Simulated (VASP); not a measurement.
# NbIn2Se3 (P6/mmm) in VASP: single point with PBE

Aim: the single point of NbIn2Se3 with PBE.

All numbers are computed with VASP 6.6.1; they aren't measurements. Logs are shortened: lines on timing, memory, paths and dates and some standing lists are left out, and cuts for length are marked.

**1. The cell of the first run**

Symmetry: P6/mmm, No. 191, hexagonal system. The conventional cell has a = 6.300 Å, b = 6.300 Å, c = 4.266 Å, α = 90.00°, β = 90.00°, γ = 120.00°. Within 4.8 Å of Nb (site symmetry 6/mmm) lie 6 In at 3.64 Å and 12 Se at 3.80 Å and 2 Nb at 4.27 Å. In (site symmetry -6m2) has 6 Se at 2.80 Å and 3 In at 3.64 Å and 3 Nb at 3.64 Å within 3.7 Å. Se (site symmetry mmm) has 4 In at 2.80 Å and 4 Se at 3.15 Å within 3.7 Å.

**2. Single point, PBE**

Input file INCAR:

```
SYSTEM = NbIn2Se3
PREC = Accurate
ENCUT = 500
EDIFF = 1E-6
ISMEAR = 0
SIGMA = 0.1
LREAL = .False.
LASPH = .True.
NELM = 120
ALGO = Normal
ISIF = 2
LWAVE = .False.
LCHARG = .True.
GGA = PE
LELF = .True.
LVHAR = .True.
NBANDS = 38
GGA_COMPAT = .False.
```

Input file KPOINTS:

```
Automatic mesh
0
Gamma
  3 3 4
  0 0 0
```

Input file POSCAR:

```
NbIn2Se3
1.0
    6.3001741400      0.0000000000      0.0000000000
   -3.1500870700      5.4561108500      0.0000000000
    0.0000000000      0.0000000000      4.2661488100
Nb In Se
1 2 3
Direct
    0.0000000000      0.0000000000      0.0000000000
    0.3333333300      0.6666666700      0.0000000000
    0.6666666700      0.3333333300      0.0000000000
    0.5000000000      0.0000000000      0.5000000000
    0.0000000000      0.5000000000      0.5000000000
    0.5000000000      0.5000000000      0.5000000000
```

Potentials or basis: VASP PAW PBE potentials, release 64 (Nb_sv, In_d, Se).

The run is started by

```sh
$ cat potpaw_PBE.64/Nb_sv/POTCAR potpaw_PBE.64/In_d/POTCAR potpaw_PBE.64/Se/POTCAR > POTCAR
$ mpirun -np 1 vasp_std > vasp.out
```

OUTCAR:

```text
SYSTEM = NbIn2Se3
   PREC = Accurate
   ENCUT = 500
   EDIFF = 1E-6
   ISMEAR = 0
   LREAL = .False.
   LASPH = .True.
   NELM = 120
   ISIF = 2
   GGA = PE

 ion  position               nearest neighbor table
   1  0.000  0.000  0.000-
   2  0.333  0.667  0.000-   4 2.80   4 2.80   5 2.80   5 2.80   6 2.80   6 2.80   3 3.64   3 3.64
                             3 3.64
   3  0.667  0.333  0.000-   4 2.80   4 2.80   5 2.80   5 2.80   6 2.80   6 2.80   2 3.64   2 3.64
                             2 3.64
   4  0.500  0.000  0.500-   2 2.80   3 2.80   2 2.80   3 2.80
   5  0.000  0.500  0.500-   2 2.80   3 2.80   2 2.80   3 2.80
   6  0.500  0.500  0.500-   2 2.80   3 2.80   2 2.80   3 2.80

  LATTYP: Found a hexagonal cell.
 ALAT       =     6.3001741400
 C/A-ratio  =     0.6771477606

  Lattice vectors:

 A1 = (   6.3001741400,   0.0000000000,   0.0000000000)
 A2 = (  -3.1500870700,   5.4561108500,   0.0000000000)
 A3 = (   0.0000000000,   0.0000000000,   4.2661488100)

Analysis of symmetry for initial positions (statically):
[... 6 lines left out ...]

 Subroutine GETGRP returns: Found 24 space group operations
 (whereof 24 operations were pure point group operations)
 out of a pool of 24 trial point group operations.

The static configuration has the point symmetry D_6h.

Analysis of symmetry for dynamics (positions and initial velocities):
[... 6 lines left out ...]

 Subroutine GETGRP returns: Found 24 space group operations
 (whereof 24 operations were pure point group operations)
 out of a pool of 24 trial point group operations.

The dynamic configuration has the point symmetry D_6h.

 Subroutine INISYM returns: Found 24 space group operations
 (whereof 24 operations are pure point group operations),
 and found     1 'primitive' translations

----------------------------------------------------------------------------------------

                                     Primitive cell

  volume of cell :     146.6465

  direct lattice vectors                    reciprocal lattice vectors
     6.300174140  0.000000000  0.000000000     0.158725771  0.091640367  0.000000000
    -3.150087070  5.456110850  0.000000000     0.000000000  0.183280734  0.000000000
     0.000000000  0.000000000  4.266148810     0.000000000  0.000000000  0.234403450

  length of vectors
     6.300174140  6.300174137  4.266148810     0.183280734  0.183280734  0.234403450

  position of ions in fractional coordinates (direct lattice)
     0.000000000  0.000000000  0.000000000
     0.333333330  0.666666670  0.000000000
     0.666666670  0.333333330  0.000000000
     0.500000000  0.000000000  0.500000000
     0.000000000  0.500000000  0.500000000
     0.500000000  0.500000000  0.500000000

  ion indices of the primitive-cell ions
   primitive index   ion index
                 1           1
                 2           2
                 3           3
                 4           4
                 5           5
                 6           6

----------------------------------------------------------------------------------------

 KPOINTS: Automatic mesh

Automatic generation of k-mesh.
 Grid dimensions read from file:
 generate k-points for:    3    3    4

 Generating k-lattice:

  Cartesian coordinates                     Fractional coordinates (reciprocal lattice)
     0.052908590  0.030546789  0.000000000     0.333333333  0.000000000  0.000000000
     0.000000000  0.061093578  0.000000000     0.000000000  0.333333333  0.000000000
     0.000000000  0.000000000  0.058600863     0.000000000  0.000000000  0.250000000

  Length of vectors
     0.061093578  0.061093578  0.058600863

  Shift w.r.t. Gamma in fractional coordinates (k-lattice)
     0.000000000  0.000000000  0.000000000

 Subroutine IBZKPT returns following result:
 ===========================================

 Found      9 irreducible k-points:

 Following reciprocal coordinates:
            Coordinates               Weight
  0.000000  0.000000  0.000000      1.000000
  0.333333 -0.000000  0.000000      6.000000
  0.333333  0.333333  0.000000      2.000000
  0.000000  0.000000  0.250000      2.000000
  0.333333 -0.000000  0.250000     12.000000
  0.333333  0.333333  0.250000      4.000000
  0.000000  0.000000  0.500000      1.000000
  0.333333 -0.000000  0.500000      6.000000
  0.333333  0.333333  0.500000      2.000000
   k-points           NKPTS =      9   k-points in BZ     NKDIM =      9   number of bands    NBANDS=     38
   number of dos      NEDOS =    301   number of ions     NIONS =      6
   total plane-waves  NPLWV =  73728
   dimension x,y,z NGX =    48 NGY =   48 NGZ =   32
   dimension x,y,z NGXF=    96 NGYF=   96 NGZF=   64
   ions per type =               1   2   3
   NGX,Y,Z   is equivalent  to a cutoff of  12.67, 12.67, 12.47 a.u.
   NGXF,Y,Z  is equivalent  to a cutoff of  25.33, 25.33, 24.94 a.u.
 SYSTEM =  NbIn2Se3
   PREC   = accura    normal or accurate (medium, high low for compatibility)
   ISTART =      0    job   : 0-new  1-cont  2-samecut
   ICHARG =      2    charge: 1-file 2-atom 10-const
   ISPIN  =      1    spin polarized calculation?
   LNONCOLLINEAR =      F non collinear calculations
   LSORBIT =      F    spin-orbit coupling
   LASPH  =      T    aspherical Exc in radial PAW
   ENCUT  =  500.0 eV  36.75 Ry    6.06 a.u.  11.49 11.49  7.78*2*pi/ulx,y,z
   NELM   =    120;   NELMIN=  2; NELMDL= -5     # of ELM steps
   EDIFF  = 0.1E-05   stopping-criterion for ELM
   LREAL  =      F    real-space projection
   EDIFFG = 0.1E-04   stopping-criterion for IOM
   NSW    =      0    number of steps for IOM
   IBRION =     -1    ionic relax: 0-MD 1-quasi-New 2-CG
   NFREE  =      0    steps in history (QN), initial steepest desc. (CG)
   ISIF   =      2    stress and relaxation
   ISYM   =      2    0-nonsym 1-usesym 2-fastsym
   POTIM  = 0.5000    time-step for ionic-motion
   TEBEG  =    0.0;   TEEND  =   0.0 temperature during run
   PSTRESS=    0.0 pullay stress
   NELECT =      57.0000    total number of electrons
   NUPDOWN=      -1.0000    fix difference up-down
   EMIN   =  10.00;   EMAX   =-10.00  energy-range for DOS
   EFERMI =   0.00;   METHOD = LEGACY
   ISMEAR =     0;   SIGMA  =   0.10  broadening in eV -4-tet -1-fermi 0-gaus
   EFERMI_NEDOS =   21; number of points for ismear=-14 and -15
   IALGO  =     38    algorithm
   IMIX   =      4    mixing-type and parameters
     AMIX     =   0.40;   BMIX     =  1.00
     AMIX_MAG =   1.60;   BMIX_MAG =  1.00
  volume/ion in A,a.u.               =      24.44       164.94
  Fermi-wavevector in a.u.,A,eV,Ry     =   1.194747  2.257744 19.421226  1.427420
  Thomas-Fermi vector in A             =   2.330729
   LORBIT       =      0    0 simple, 1 ext, 2 COOP (PROOUT), +10 PAW based schemes
   GGA     = PE    functional components
   LHFCALC =     F    Hartree Fock is set to
   AEXX    =    0.0000 exact exchange contribution
   IVDW    =     0    specifies the selected vdW correction
   LEPSILON=     F    determine dielectric tensor
   LRPA    =     F    only Hartree local field effects (RPA)
 non-spin polarized calculation
 Gauss-broadening in eV      SIGMA  =   0.10
  energy-cutoff  :      500.00
  volume of cell :      146.65
 maximum number of plane-waves:      3738
 NGX is ok and might be reduce to    48
   NGX = 23   NGY = 23   NGZ = 15

 number of electron      56.9999997 magnetization

 Free energy of the ion-electron system (eV)
  ---------------------------------------------------
  ext. energy  EPLUGINS =         0.00000000
  ---------------------------------------------------
  free energy    TOTEN  =       -20.24591546 eV

  energy without entropy =      -20.19122082  energy(sigma->0) =      -20.21856814

 E-fermi :   6.3548     XC(G=0): -10.1099

 val. band max:        6.3415983820   @ k =   0.3333  -0.0000   0.2500
 cond. band min:       6.3595693515   @ k =   0.3333  -0.0000   0.5000
 fundamental gap:      0.0179709695
 Fermi energy:         6.3548182724

 k-point     1 :       0.0000    0.0000    0.0000
  band No.  band energies     occupation
      1     -49.4924      2.00000
      2     -25.5386      2.00000
      3     -25.5386      2.00000
      4     -25.4623      2.00000
      5      -9.0312      2.00000
      6      -8.4373      2.00000
[... 30 lines left out ...]
     37       9.0113      0.00000
     38      10.2161      0.00000

 k-point     2 :       0.3333   -0.0000    0.0000
  band No.  band energies     occupation
      1     -49.4924      2.00000
      2     -25.5386      2.00000
      3     -25.5386      2.00000
      4     -25.4622      2.00000
      5      -8.8544      2.00000
      6      -8.5088      2.00000
[... 30 lines left out ...]
     37       9.7211      0.00000
     38      11.3309      0.00000

 k-point     3 :       0.3333    0.3333    0.0000
  band No.  band energies     occupation
      1     -49.4924      2.00000
      2     -25.5386      2.00000
      3     -25.5386      2.00000
      4     -25.4622      2.00000
      5      -8.6534      2.00000
      6      -8.6534      2.00000
[... 30 lines left out ...]
     37      10.2525      0.00000
     38      11.5031      0.00000

 k-point     4 :       0.0000    0.0000    0.2500
  band No.  band energies     occupation
      1     -49.4922      2.00000
      2     -25.5381      2.00000
      3     -25.5381      2.00000
      4     -25.4677      2.00000
      5      -8.7680      2.00000
      6      -8.6208      2.00000
[... 30 lines left out ...]
     37      10.8050      0.00000
     38      10.8066      0.00000

 k-point     5 :       0.3333   -0.0000    0.2500
  band No.  band energies     occupation
      1     -49.4922      2.00000
      2     -25.5382      2.00000
      3     -25.5381      2.00000
      4     -25.4677      2.00000
      5      -8.6938      2.00000
      6      -8.6282      2.00000
[... 30 lines left out ...]
     37      10.0431      0.00000
     38      11.2522      0.00000

 k-point     6 :       0.3333    0.3333    0.2500
  band No.  band energies     occupation
      1     -49.4922      2.00000
      2     -25.5382      2.00000
      3     -25.5382      2.00000
      4     -25.4677      2.00000
      5      -8.6415      2.00000
      6      -8.6415      2.00000
[... 30 lines left out ...]
     37      11.0609      0.00000
     38      11.4548      0.00000

 k-point     7 :       0.0000    0.0000    0.5000
  band No.  band energies     occupation
      1     -49.4921      2.00000
      2     -25.5377      2.00000
      3     -25.5377      2.00000
      4     -25.4732      2.00000
      5      -8.7423      2.00000
      6      -8.7423      2.00000
[... 30 lines left out ...]
     37      10.4290      0.00000
     38      10.8558      0.00000

 k-point     8 :       0.3333   -0.0000    0.5000
  band No.  band energies     occupation
      1     -49.4921      2.00000
      2     -25.5377      2.00000
      3     -25.5377      2.00000
      4     -25.4732      2.00000
      5      -8.7528      2.00000
      6      -8.7249      2.00000
[... 30 lines left out ...]
     37      11.0131      0.00000
     38      11.3517      0.00000

 k-point     9 :       0.3333    0.3333    0.5000
  band No.  band energies     occupation
      1     -49.4921      2.00000
      2     -25.5377      2.00000
      3     -25.5377      2.00000
      4     -25.4732      2.00000
      5      -8.7629      2.00000
      6      -8.6715      2.00000
[... 30 lines left out ...]
     37      10.2900      0.00000
     38      10.3479      0.00000

------------------------ aborting loop because EDIFF is reached ----------------------------------------

  FORCE on cell =-STRESS in cart. coord.  units (eV):
  Direction    XX          YY          ZZ          XY          YZ          ZX
  --------------------------------------------------------------------------------------
  -------------------------------------------------------------------------------------
  Total        2.5118271      2.5118271      1.4836547      0.0000000      0.0000000      0.0000000
  in kB       27.4428099     27.4428099     16.2095775      0.0000000      0.0000000      0.0000000
  external PRESSURE =      23.6983991 kB  Pullay stress =       0.0000000 kB

 VOLUME and BASIS-vectors are now :
 -----------------------------------------------------------------------------
  energy-cutoff  :      500.00
  volume of cell :      146.65
      direct lattice vectors                 reciprocal lattice vectors
     6.300174140  0.000000000  0.000000000     0.158725771  0.091640367  0.000000000
    -3.150087070  5.456110850  0.000000000     0.000000000  0.183280734  0.000000000
     0.000000000  0.000000000  4.266148810     0.000000000  0.000000000  0.234403450

 POSITION                                       TOTAL-FORCE (eV/Angst)
 -----------------------------------------------------------------------------------
      0.00000      0.00000      0.00000         0.000000      0.000000      0.000000
     -0.00000      3.63741      0.00000        -0.000000     -0.000000     -0.000000
      3.15009      1.81870      0.00000         0.000000      0.000000      0.000000
      3.15009      0.00000      2.13307         0.000000      0.000000      0.000000
     -1.57504      2.72806      2.13307         0.000000      0.000000      0.000000
      1.57504      2.72806      2.13307         0.000000      0.000000      0.000000
 -----------------------------------------------------------------------------------
    total drift:                               -0.000000      0.000000     -0.000000

  FREE ENERGIE OF THE ION-ELECTRON SYSTEM (eV)
  ---------------------------------------------------
  free  energy   TOTEN  =       -20.2459154564 eV

  energy  without entropy=      -20.1912208169  energy(sigma->0) =      -20.21856814
```

Wall time 2.7 min (1 thread of Intel Xeon 8259CL, shared host); peak memory 0.27 GiB.

Results:

```yaml
Free_energy: -20.2459 eV
Pressure: 2.4 GPa
```

Levels at points of the mesh, in eV from the Fermi level:
| k point | band 25 | band 26 | band 27 | band 28 | band 29 | band 30 | band 31 | band 32 | band 33 | band 34 |
| --- | --- | --- | --- | --- | --- | --- | --- | --- | --- | --- |
| (0.00, 0.00, 0.00) | -1.17 | -0.78 | -0.78 | -0.15 | 0.13 | 0.13 | 0.19 | 0.19 | 0.77 | 1.31 |
| (0.00, 0.00, 0.50) | 0.06 | 0.14 | 0.14 | 0.36 | 0.36 | 0.48 | 0.55 | 0.55 | 1.13 | 1.13 |

Caveat: the k points lie up to 0.38 Å⁻¹ apart; spin-orbit coupling is left out, which moves the levels of the heavy elements.
